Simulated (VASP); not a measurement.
# BaZrO3 (Pm-3m) in VASP: single point with PBE

Aim: the single point of BaZrO3 with PBE.

Program: VASP 6.6.1. These are calculated values, not measurements. Logs are shortened: lines on timing, memory, paths and dates and some standing lists are left out, and cuts for length are marked.

## Step 1: The cell of the first run

The structure is cubic, space group Pm-3m (No. 221). The conventional cell has a = 4.182 Å, b = 4.182 Å, c = 4.182 Å, α = 90.00°, β = 90.00°, γ = 90.00°. Within 3.9 Å of Ba (site symmetry m-3m) lie 12 O at 2.96 Å and 8 Zr at 3.62 Å. Within 2.8 Å of Zr (site symmetry m-3m) lie 6 O at 2.09 Å. O (site symmetry 4/mmm) has 2 Zr at 2.09 Å within 2.8 Å.

## Step 2: Single point, PBE

INCAR

```
SYSTEM = BaZrO3
PREC = Accurate ; ENCUT = 600
EDIFF = 1E-6 ; ISMEAR = 0
SIGMA = 0.05 ; LREAL = .FALSE.
LASPH = .TRUE. ; NELM = 120
ALGO = Normal ; ISIF = 2
LWAVE = .FALSE. ; LCHARG = .TRUE.
GGA = PE ; LELF = .TRUE.
LVHAR = .TRUE. ; NBANDS = 28
GGA_COMPAT = .FALSE.
```

KPOINTS

```
Automatic mesh
0
G
  8 8 8
  0 0 0
```

POSCAR

```
BaZrO3
1.0
    4.1815040793      0.0000000000      0.0000000000
    0.0000000000      4.1815040793      0.0000000000
    0.0000000000      0.0000000000      4.1815040793
Ba Zr O
1 1 3
Direct
    0.0000000000      0.0000000000      0.0000000000
    0.5000000000      0.5000000000      0.5000000000
    0.0000000000      0.5000000000      0.5000000000
    0.5000000000      0.5000000000      0.0000000000
    0.5000000000      0.0000000000      0.5000000000
```

Potentials or basis: VASP PAW PBE potentials, release 64 (Ba_sv, Zr_sv, O).

Started as:

```
$ cat potpaw_PBE.64/Ba_sv/POTCAR potpaw_PBE.64/Zr_sv/POTCAR potpaw_PBE.64/O/POTCAR > POTCAR
$ mpirun -np 1 vasp_std > vasp.out
```

OUTCAR:

```text
SYSTEM = BaZrO3
   PREC = Accurate
   ENCUT = 600
   EDIFF = 1E-6
   ISMEAR = 0
   LREAL = .FALSE.
   LASPH = .TRUE.
   NELM = 120
   ISIF = 2
   GGA = PE

 ion  position               nearest neighbor table
   1  0.000  0.000  0.000-   3 2.96   4 2.96   5 2.96   3 2.96   5 2.96   3 2.96   4 2.96   3 2.96
                             4 2.96   5 2.96   5 2.96   4 2.96   2 3.62   2 3.62   2 3.62   2 3.62
   2  0.500  0.500  0.500-   3 2.09   4 2.09   5 2.09   4 2.09   5 2.09   3 2.09   1 3.62   1 3.62
                             1 3.62   1 3.62   1 3.62   1 3.62   1 3.62   1 3.62
   3  0.000  0.500  0.500-   2 2.09   2 2.09   1 2.96   1 2.96   1 2.96   1 2.96
   4  0.500  0.500  0.000-   2 2.09   2 2.09   1 2.96   1 2.96   1 2.96   1 2.96
   5  0.500  0.000  0.500-   2 2.09   2 2.09   1 2.96   1 2.96   1 2.96   1 2.96

  LATTYP: Found a simple cubic cell.
 ALAT       =     4.1815040793

  Lattice vectors:

 A1 = (   4.1815040793,   0.0000000000,   0.0000000000)
 A2 = (   0.0000000000,   4.1815040793,   0.0000000000)
 A3 = (   0.0000000000,   0.0000000000,   4.1815040793)

Analysis of symmetry for initial positions (statically):
=====================================================================
 Subroutine PRICEL returns:
 Original cell was already a primitive cell.

 Routine SETGRP: Setting up the symmetry group for a
 simple cubic supercell.

 Subroutine GETGRP returns: Found 48 space group operations
 (whereof 48 operations were pure point group operations)
 out of a pool of 48 trial point group operations.

The static configuration has the point symmetry O_h .

Analysis of symmetry for dynamics (positions and initial velocities):
=====================================================================
 Subroutine PRICEL returns:
 Original cell was already a primitive cell.

 Routine SETGRP: Setting up the symmetry group for a
 simple cubic supercell.

 Subroutine GETGRP returns: Found 48 space group operations
 (whereof 48 operations were pure point group operations)
 out of a pool of 48 trial point group operations.

The dynamic configuration has the point symmetry O_h .

 Subroutine INISYM returns: Found 48 space group operations
 (whereof 48 operations are pure point group operations),
 and found     1 'primitive' translations

----------------------------------------------------------------------------------------

                                     Primitive cell

  volume of cell :      73.1135

  direct lattice vectors                    reciprocal lattice vectors
     4.181504079  0.000000000  0.000000000     0.239148398  0.000000000  0.000000000
     0.000000000  4.181504079  0.000000000     0.000000000  0.239148398  0.000000000
     0.000000000  0.000000000  4.181504079     0.000000000  0.000000000  0.239148398

  length of vectors
     4.181504079  4.181504079  4.181504079     0.239148398  0.239148398  0.239148398

  position of ions in fractional coordinates (direct lattice)
     0.000000000  0.000000000  0.000000000
     0.500000000  0.500000000  0.500000000
     0.000000000  0.500000000  0.500000000
     0.500000000  0.500000000  0.000000000
     0.500000000  0.000000000  0.500000000

  ion indices of the primitive-cell ions
   primitive index   ion index
                 1           1
                 2           2
                 3           3
                 4           4
                 5           5

----------------------------------------------------------------------------------------

 KPOINTS: Automatic mesh

Automatic generation of k-mesh.
 Grid dimensions read from file:
 generate k-points for:    8    8    8

 Generating k-lattice:

  Cartesian coordinates                     Fractional coordinates (reciprocal lattice)
     0.029893550  0.000000000  0.000000000     0.125000000  0.000000000  0.000000000
     0.000000000  0.029893550  0.000000000     0.000000000  0.125000000  0.000000000
     0.000000000  0.000000000  0.029893550     0.000000000  0.000000000  0.125000000

  Length of vectors
     0.029893550  0.029893550  0.029893550

  Shift w.r.t. Gamma in fractional coordinates (k-lattice)
     0.000000000  0.000000000  0.000000000

 Subroutine IBZKPT returns following result:
 ===========================================

 Found     35 irreducible k-points:

 Following reciprocal coordinates:
            Coordinates               Weight
  0.000000  0.000000  0.000000      1.000000
  0.125000  0.000000  0.000000      6.000000
  0.250000  0.000000  0.000000      6.000000
  0.375000  0.000000  0.000000      6.000000
  0.500000  0.000000  0.000000      3.000000
  0.125000  0.125000  0.000000     12.000000
[... 16 lines left out ...]
  0.375000  0.375000  0.125000     24.000000
  0.500000  0.375000  0.125000     24.000000
 [... further k-points ...]
   k-points           NKPTS =     35   k-points in BZ     NKDIM =     35   number of bands    NBANDS=     28
   number of dos      NEDOS =    301   number of ions     NIONS =      5
   total plane-waves  NPLWV =  46656
   dimension x,y,z NGX =    36 NGY =   36 NGZ =   36
   dimension x,y,z NGXF=    72 NGYF=   72 NGZF=   72
   ions per type =               1   1   3
   NGX,Y,Z   is equivalent  to a cutoff of  14.31, 14.31, 14.31 a.u.
   NGXF,Y,Z  is equivalent  to a cutoff of  28.63, 28.63, 28.63 a.u.
 SYSTEM =  BaZrO3
   PREC   = accura    normal or accurate (medium, high low for compatibility)
   ISTART =      0    job   : 0-new  1-cont  2-samecut
   ICHARG =      2    charge: 1-file 2-atom 10-const
   ISPIN  =      1    spin polarized calculation?
   LNONCOLLINEAR =      F non collinear calculations
   LSORBIT =      F    spin-orbit coupling
   LASPH  =      T    aspherical Exc in radial PAW
   ENCUT  =  600.0 eV  44.10 Ry    6.64 a.u.   8.35  8.35  8.35*2*pi/ulx,y,z
   NELM   =    120;   NELMIN=  2; NELMDL= -5     # of ELM steps
   EDIFF  = 0.1E-05   stopping-criterion for ELM
   LREAL  =      F    real-space projection
   EDIFFG = 0.1E-04   stopping-criterion for IOM
   NSW    =      0    number of steps for IOM
   IBRION =     -1    ionic relax: 0-MD 1-quasi-New 2-CG
   NFREE  =      0    steps in history (QN), initial steepest desc. (CG)
   ISIF   =      2    stress and relaxation
   ISYM   =      2    0-nonsym 1-usesym 2-fastsym
   POTIM  = 0.5000    time-step for ionic-motion
   TEBEG  =    0.0;   TEEND  =   0.0 temperature during run
   PSTRESS=    0.0 pullay stress
   NELECT =      40.0000    total number of electrons
   NUPDOWN=      -1.0000    fix difference up-down
   EMIN   =  10.00;   EMAX   =-10.00  energy-range for DOS
   EFERMI =   0.00;   METHOD = LEGACY
   ISMEAR =     0;   SIGMA  =   0.05  broadening in eV -4-tet -1-fermi 0-gaus
   EFERMI_NEDOS =   21; number of points for ismear=-14 and -15
   IALGO  =     38    algorithm
   IMIX   =      4    mixing-type and parameters
     AMIX     =   0.40;   BMIX     =  1.00
     AMIX_MAG =   1.60;   BMIX_MAG =  1.00
  volume/ion in A,a.u.               =      14.62        98.68
  Fermi-wavevector in a.u.,A,eV,Ry     =   1.338944  2.530237 24.392118  1.792770
  Thomas-Fermi vector in A             =   2.467374
   LORBIT       =      0    0 simple, 1 ext, 2 COOP (PROOUT), +10 PAW based schemes
   GGA     = PE    functional components
   LHFCALC =     F    Hartree Fock is set to
   AEXX    =    0.0000 exact exchange contribution
   IVDW    =     0    specifies the selected vdW correction
   LEPSILON=     F    determine dielectric tensor
   LRPA    =     F    only Hartree local field effects (RPA)
 non-spin polarized calculation
 Gauss-broadening in eV      SIGMA  =   0.05
  energy-cutoff  :      600.00
  volume of cell :       73.11
 maximum number of plane-waves:      2469
 NGX is ok and might be reduce to    36
   NGX = 17   NGY = 17   NGZ = 17

 number of electron      40.0000005 magnetization

 Free energy of the ion-electron system (eV)
  ---------------------------------------------------
  ext. energy  EPLUGINS =         0.00000000
  ---------------------------------------------------
  free energy    TOTEN  =       -41.67515685 eV

  energy without entropy =      -41.67515685  energy(sigma->0) =      -41.67515685

 E-fermi :   4.1293     XC(G=0): -10.8067

 val. band max:        3.8383651462   @ k =   0.5000   0.5000   0.5000
 cond. band min:       7.0441940633   @ k =   0.0000   0.0000   0.0000
 fundamental gap:      3.2058289171
 Fermi energy:         4.1293324299

 k-point     1 :       0.0000    0.0000    0.0000
  band No.  band energies     occupation
      1     -43.1362      2.00000
      2     -21.4548      2.00000
      3     -21.3074      2.00000
      4     -21.3074      2.00000
      5     -21.3074      2.00000
      6     -12.5450      2.00000
[... 20 lines left out ...]
     27      11.3615      0.00000
     28      11.3615      0.00000

 k-point     2 :       0.1250    0.0000    0.0000
  band No.  band energies     occupation
      1     -43.1357      2.00000
      2     -21.5019      2.00000
      3     -21.3064      2.00000
      4     -21.3064      2.00000
      5     -21.2900      2.00000
      6     -12.5408      2.00000
[... 20 lines left out ...]
     27      11.3625      0.00000
     28      11.8657      0.00000

 k-point     3 :       0.2500    0.0000    0.0000
  band No.  band energies     occupation
      1     -43.1344      2.00000
      2     -21.6009      2.00000
      3     -21.3038      2.00000
      4     -21.3038      2.00000
      5     -21.2601      2.00000
      6     -12.6047      2.00000
[... 20 lines left out ...]
     27      11.3624      0.00000
     28      11.7690      0.00000

 k-point     4 :       0.3750    0.0000    0.0000
  band No.  band energies     occupation
      1     -43.1332      2.00000
      2     -21.6911      2.00000
      3     -21.3012      2.00000
      4     -21.3012      2.00000
      5     -21.2354      2.00000
      6     -12.6893      2.00000
[... 20 lines left out ...]
     27      11.3548      0.00000
     28      12.1437      0.00000

 k-point     5 :       0.5000    0.0000    0.0000
  band No.  band energies     occupation
      1     -43.1327      2.00000
      2     -21.7268      2.00000
      3     -21.3002      2.00000
      4     -21.3002      2.00000
      5     -21.2258      2.00000
      6     -12.7255      2.00000
[... 20 lines left out ...]
     27      11.3457      0.00000
     28      12.4021      0.00000

 k-point     6 :       0.1250    0.1250    0.0000
  band No.  band energies     occupation
      1     -43.1352      2.00000
      2     -21.5218      2.00000
      3     -21.3459      2.00000
      4     -21.3053      2.00000
      5     -21.2600      2.00000
      6     -12.5122      2.00000
[... 463 lines left out ...]
      5     -21.2653      2.00000
      6     -12.3545      2.00000
[... 20 lines left out ...]
     27      11.9050      0.00000
     28      12.5248      0.00000

 k-point    22 :       0.5000    0.2500    0.1250
  band No.  band energies     occupation
      1     -43.1304      2.00000
      2     -21.6459      2.00000
      3     -21.4324      2.00000
      4     -21.3365      2.00000
      5     -21.2830      2.00000
      6     -12.3617      2.00000
[... 20 lines left out ...]
     27      12.1235      0.00000
     28      12.3648      0.00000

 k-point    23 :       0.3750    0.3750    0.1250
  band No.  band energies     occupation
      1     -43.1297      2.00000
      2     -21.5788      2.00000
      3     -21.5226      2.00000
      4     -21.3392      2.00000
      5     -21.3020      2.00000
      6     -12.2894      2.00000
[... 20 lines left out ...]
     27      12.0423      0.00000
     28      12.7930      0.00000

 k-point    24 :       0.5000    0.3750    0.1250
  band No.  band energies     occupation
      1     -43.1292      2.00000
      2     -21.5888      2.00000
      3     -21.5219      2.00000
      4     -21.3340      2.00000
      5     -21.3270      2.00000
      6     -12.2725      2.00000
[... 20 lines left out ...]
     27      12.3330      0.00000
     28      12.9921      0.00000

 [... further k-points ...]
[... 5 lines left out ...]
  --------------------------------------------------------------------------------------
  -------------------------------------------------------------------------------------
  Total        2.8140551      2.8140551      2.8140551      0.0000000     -0.0000000     -0.0000000
  in kB       61.6659746     61.6659746     61.6659746      0.0000000     -0.0000000     -0.0000000
  external PRESSURE =      61.6659746 kB  Pullay stress =       0.0000000 kB

 VOLUME and BASIS-vectors are now :
 -----------------------------------------------------------------------------
  energy-cutoff  :      600.00
  volume of cell :       73.11
      direct lattice vectors                 reciprocal lattice vectors
     4.181504079  0.000000000  0.000000000     0.239148398  0.000000000  0.000000000
     0.000000000  4.181504079  0.000000000     0.000000000  0.239148398  0.000000000
     0.000000000  0.000000000  4.181504079     0.000000000  0.000000000  0.239148398

 POSITION                                       TOTAL-FORCE (eV/Angst)
 -----------------------------------------------------------------------------------
      0.00000      0.00000      0.00000         0.000000      0.000000      0.000000
      2.09075      2.09075      2.09075         0.000000      0.000000      0.000000
      0.00000      2.09075      2.09075         0.000000      0.000000      0.000000
      2.09075      2.09075      0.00000         0.000000      0.000000      0.000000
      2.09075      0.00000      2.09075         0.000000      0.000000      0.000000
 -----------------------------------------------------------------------------------
    total drift:                                0.000000      0.000000      0.000000

  FREE ENERGIE OF THE ION-ELECTRON SYSTEM (eV)
  ---------------------------------------------------
  free  energy   TOTEN  =       -41.6751568542 eV

  energy  without entropy=      -41.6751568542  energy(sigma->0) =      -41.67515685
```

Wall time 1.9 min (1 thread of Intel Xeon 8259CL, shared host); peak memory 0.26 GiB.

What came out:

```yaml
Free_energy: -41.6752 eV
Pressure: 6.2 GPa
Band_gap_on_the_k_mesh: 3.21 eV (least direct gap 3.42 eV)
```

Caveat: the cell stands under pressure; spin-orbit coupling is left out, which moves the levels of the heavy elements. A k mesh can miss the band edges.
